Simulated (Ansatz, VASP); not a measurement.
## Cd3O in VASP and in Ansatz

Contents of INCAR:

```
SYSTEM = Cd3O
PREC = Accurate
ENCUT = 600
EDIFF = 1E-6
ISMEAR = 0
SIGMA = 0.1
LREAL = .False.
LASPH = .True.
NELM = 120
ALGO = Normal
ISIF = 2
LWAVE = .False.
LCHARG = .False.
GGA = PE
NBANDS = 52
GGA_COMPAT = .False.
```

Contents of KPOINTS:

```
regular mesh
0
Gamma
  4 4 4
  0 0 0
```

File POSCAR:

```
Cd3O
1.0
    5.4737182877      0.0000000000      0.0000000000
    0.0000000000      5.4737182877      0.0000000000
    0.0000000000      0.0000000000      5.4737182877
Cd O
6 2
Direct
    0.0000000000      0.5000000000      0.2500000000
    0.0000000000      0.5000000000      0.7500000000
    0.2500000000      0.0000000000      0.5000000000
    0.7500000000      0.0000000000      0.5000000000
    0.5000000000      0.7500000000      0.0000000000
    0.5000000000      0.2500000000      0.0000000000
    0.0000000000      0.0000000000      0.0000000000
    0.5000000000      0.5000000000      0.5000000000
```

Input for Ansatz:

```yaml
crystal:
  lattice:
    - [5.4737182877, 0.0, 0.0]
    - [0.0, 5.4737182877, 0.0]
    - [0.0, 0.0, 5.4737182877]
  atoms:
    - { symbol: Cd, position: [0.0, 0.5, 0.25] }
    - { symbol: Cd, position: [0.0, 0.5, 0.75] }
    - { symbol: Cd, position: [0.25, 0.0, 0.5] }
    - { symbol: Cd, position: [0.75, 0.0, 0.5] }
    - { symbol: Cd, position: [0.5, 0.75, 0.0] }
    - { symbol: Cd, position: [0.5, 0.25, 0.0] }
    - { symbol: O, position: [0.0, 0.0, 0.0] }
    - { symbol: O, position: [0.5, 0.5, 0.5] }
basis:
  ecutwfc: 420
kpoints:
  mp_grid: { grid: [4, 4, 4] }
hamiltonian:
  xc: pbe
scf:
  occupations: { method: gaussian, width: 0.1 }
  lower_state_search: "off"
output:
  forces: true
  stress: true
  eigenvalues: true
```

Alike in both runs: task single point; functional PBE; k mesh 4 × 4 × 4; occupations gaussian, width 0.1 eV; no spin polarisation.

|  | VASP | Ansatz |
| --- | --- | --- |
| version | VASP 6.6.1 | Ansatz 0.2.0 |
| potentials or method | VASP PAW PBE potentials, release 64 (Cd, O), cutoff 600 eV | scalar-relativistic, plane waves, PAW |
| valence electrons in the cell | 84 | 132 |

Ansatz gave:

- gap on the k mesh at the Fermi level (eV): none
- pressure (GPa): -3.8

Q: Which values does VASP return?

A: gap on the k mesh at the Fermi level (eV): none; pressure (GPa): -3.7.

A gap of «none» marks a metal or a gap that the smearing closes. VASP's potentials hold 84 valence electrons a cell and Ansatz's 132, so a difference there can come from the potentials and not from the codes.
